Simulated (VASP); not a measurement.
A run of VASP 6.6.1:

INCAR

```
PREC = Accurate
ENCUT = 520
EDIFF = 1E-6
ISMEAR = -1
SIGMA = 0.1
LREAL = F
LASPH = T
NELM = 80
ALGO = Normal
ISIF = 2
LWAVE = F
LCHARG = F
GGA = PE
NBANDS = 17
```

The input KPOINTS:

```
Automatic mesh
0
Gamma
  17 17 9
```

POSCAR

```
Pd
1.0
    2.3442097368      0.0000000000      0.0000000000
   -1.1721048684      2.0301451839      0.0000000000
    0.0000000000      0.0000000000      3.8904479330
Pd
2
Direct
    0.3333333333      0.6666666667      0.2500000000
    0.6666666667      0.3333333333      0.7500000000
```

Potentials or basis: VASP PAW PBE potentials, release 64 (Pd).

Run with:

```sh
$ cat potpaw_PBE.64/Pd/POTCAR > POTCAR
$ mpirun -np 1 vasp_std > vasp.out
```

Hardware: 1 thread of Intel Xeon 6975P-C, with other jobs on the host.

Problem. Estimate the wall time of this run.

Solution. It took 26 s on 1 thread of Intel Xeon 6975P-C (shared host), peak memory 0.16 GiB. Counts: scf iterations 11, k points 165.
